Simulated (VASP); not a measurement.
Cd:

```
CELL_PARAMETERS angstrom
2.88186 0.00000 0.00000
-1.44093 2.49577 0.00000
0.00000 0.00000 5.63837
ATOMIC_POSITIONS crystal
Cd 0.33333 0.66667 0.25000
Cd 0.66667 0.33333 0.75000
```

Base run:

```yaml
Program: VASP 6.6.1
Functional: LDA
Potentials_or_basis: VASP PAW LDA potentials, release 64 (Cd)
Cutoff: 520 eV
k_mesh: 13 × 13 × 6
Occupations: fermi-dirac, width 0.6 eV
Spin: no spin polarisation
```

Its results: band gap on the k mesh zero (bands 12 and 13 overlap by 4.68 eV); pressure 2.5 GPa.

Question: The run is repeated on the same cell with these changes: occupations from fermi-dirac, width 0.6 eV to gaussian, width 0.1 eV. What comes out?

Answer: Band gap on the k mesh zero (bands 12 and 13 overlap by 4.69 eV); pressure 0.8 GPa.

Caveats: so wide a smearing shifts energies and pressures (at least some runs).
